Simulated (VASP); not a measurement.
Wanted: the native input for a VASP 6.6.1 run.

```
Task                    : density of states
Functional              : PBE
Potentials or basis     : VASP PAW PBE potentials, release 64 (Eu, O)
Cutoff                  : 520 eV
k mesh                  : 10 × 10 × 10
Occupations             : gaussian, width 0.05 eV
Spin                    : collinear spin, ferromagnetic start
Starting moments        : [7.44, 0.0] μB
Hubbard terms           : Eu f U = 6.0 eV
Dipole correction       : no
k mesh for the DOS      : 15 × 15 × 15
Occupations for the DOS : tetrahedron
Further INCAR settings  : ALGO = Normal; EDIFF = 1e-06
```

Crystal: EuO.

```
Eu O
1.0
     0.00000    2.58830    2.58830
     2.58830    0.00000    2.58830
     2.58830    2.58830    0.00000
Eu O
1 1
Direct
  0.00000 0.00000 0.00000
  0.50000 0.50000 0.50000
```

The input as run:

POSCAR

```
EuO
1.0
    0.0000000000      2.5882963130      2.5882963130
    2.5882963130      0.0000000000      2.5882963130
    2.5882963130      2.5882963130      0.0000000000
Eu O
1 1
Direct
    0.0000000000      0.0000000000      0.0000000000
    0.5000000000      0.5000000000      0.5000000000
```

INCAR.step1

```
SYSTEM = EuO
ALGO = Normal ; EDIFF = 1E-6
ENCUT = 520 ; GGA = PE
GGA_COMPAT = .False. ; ISIF = 2
ISMEAR = 0 ; ISPIN = 2
LASPH = .True. ; LCHARG = .True.
LDAU = .True. ; LDAUJ = 0 0
LDAUL = 3 -1 ; LDAUPRINT = 1
LDAUTYPE = 2 ; LDAUU = 6 0
LMAXMIX = 6 ; LORBIT = 11
LREAL = .False. ; LWAVE = .False.
MAGMOM = 7.44 0 ; NBANDS = 22
NEDOS = 2001 ; NELM = 200
PREC = Accurate ; SIGMA = 0.05
```

KPOINTS.step1

```
k-points
0
Gamma
  10 10 10
  0 0 0
```

INCAR.step2

```
SYSTEM = EuO
ALGO = Normal ; EDIFF = 1E-6
ENCUT = 520 ; GGA = PE
GGA_COMPAT = .False. ; ICHARG = 11
ISIF = 2 ; ISMEAR = -5
ISPIN = 2 ; LASPH = .True.
LCHARG = .False. ; LDAU = .True.
LDAUJ = 0 0 ; LDAUL = 3 -1
LDAUPRINT = 1 ; LDAUTYPE = 2
LDAUU = 6 0 ; LMAXMIX = 6
LORBIT = 11 ; LREAL = .False.
LWAVE = .False. ; MAGMOM = 7.44 0
NEDOS = 1001 ; NELM = 200
PREC = Accurate ; SIGMA = 0.05
```

KPOINTS.step2

```
k-points
0
Gamma
  15 15 15
  0 0 0
```

Potentials or basis: VASP PAW PBE potentials, release 64 (Eu, O).

Launch:

```bash
$ cat potpaw_PBE.64/Eu/POTCAR potpaw_PBE.64/O/POTCAR > POTCAR
$ cp INCAR.step1 INCAR
$ cp KPOINTS.step1 KPOINTS
$ mpirun -np 1 vasp_std > vasp.out
$ cp INCAR.step2 INCAR
$ cp KPOINTS.step2 KPOINTS
$ mpirun -np 1 vasp_std > vasp.out
```

Results of the run:

```yaml
Net_moment: 7.00 μB per cell
Site_moments: Eu +6.73; O -0.09 μB
Valence_electrons_inside_the_program's_atomic_spheres: Eu 14.95; O 4.95
```

Caveat: spin-orbit coupling is left out, which moves the levels of the heavy elements; a cell with one magnetic atom can't hold antiferromagnetic order, which such compounds often take.

Wall time 3.6 min on 1 thread of AMD EPYC 7R13 Processor (Zen 3) (shared host), peak memory 0.25 GiB.
